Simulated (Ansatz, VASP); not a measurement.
**SrTiO3: VASP beside Ansatz**

INCAR

```
SYSTEM = SrTiO3
PREC = Accurate
ENCUT = 600
EDIFF = 1E-7
ISMEAR = 0
SIGMA = 0.02
LREAL = .False.
LASPH = .True.
NELM = 60
ALGO = Normal
ISIF = 3
LWAVE = .False.
LCHARG = .False.
GGA = PE
IBRION = 2
NSW = 100
EDIFFG = -0.005
```

The input KPOINTS:

```
Automatic mesh
0
Gamma
  6 6 6
  0 0 0
```

The input POSCAR:

```
SrTiO3
1.0
    3.9127013100      0.0000000000      0.0000000000
    0.0000000000      3.9127013100      0.0000000000
    0.0000000000      0.0000000000      3.9127013100
Sr Ti O
1 1 3
Direct
    0.0000000000      0.0000000000      0.0000000000
    0.5000000000      0.5000000000      0.5000000000
    0.5000000000      0.0000000000      0.5000000000
    0.5000000000      0.5000000000      0.0000000000
    0.0000000000      0.5000000000      0.5000000000
```

Input for Ansatz:

```yaml
crystal:
  lattice:
    - [3.91270131, 0.0, 0.0]
    - [0.0, 3.91270131, 0.0]
    - [0.0, 0.0, 3.91270131]
  atoms:
    - { symbol: Sr, position: [0.0, 0.0, 0.0] }
    - { symbol: Ti, position: [0.5, 0.5, 0.5] }
    - { symbol: O, position: [0.5, 0.0, 0.5] }
    - { symbol: O, position: [0.5, 0.5, 0.0] }
    - { symbol: O, position: [0.0, 0.5, 0.5] }
basis:
  ecutwfc: 420
kpoints:
  mp_grid: { grid: [6, 6, 6] }
hamiltonian:
  xc: pbe
scf:
  occupations: { method: gaussian, width: 0.02 }
output:
  forces: true
  stress: true
  eigenvalues: true
  write_density: true
  write_potential: true
  elf: true
  volumetric_format: npy
relax:
  adjacent_minimum: "off"
  f_tol: 0.005
  max_steps: 80
  cell: { stress_tol: 0.05 }
```

Alike in both runs: task relaxation of cell and atoms; functional PBE; k mesh 6 × 6 × 6; occupations gaussian, width 0.02 eV; no spin polarisation.

|  | VASP | Ansatz |
| --- | --- | --- |
| version | VASP 6.6.1 | Ansatz 0.2.0 |
| potentials or method | VASP PAW PBE potentials, release 64 (Sr_sv, Ti_sv, O), cutoff 600 eV | scalar-relativistic, plane waves, PAW |
| valence electrons in the cell | 40 | 40 |

|  | VASP | Ansatz | Ansatz less VASP |
| --- | --- | --- | --- |
| gap on the k mesh at the Fermi level, each at its own relaxed structure (eV) | 1.81 | 1.84 | +0.035 |
| relaxed volume (Å³/atom) | 12.23 | 12.20 | -0.033 |
| relaxed cell length with the largest relative difference (Å) | 3.940 | 3.936 | -0.0036 |
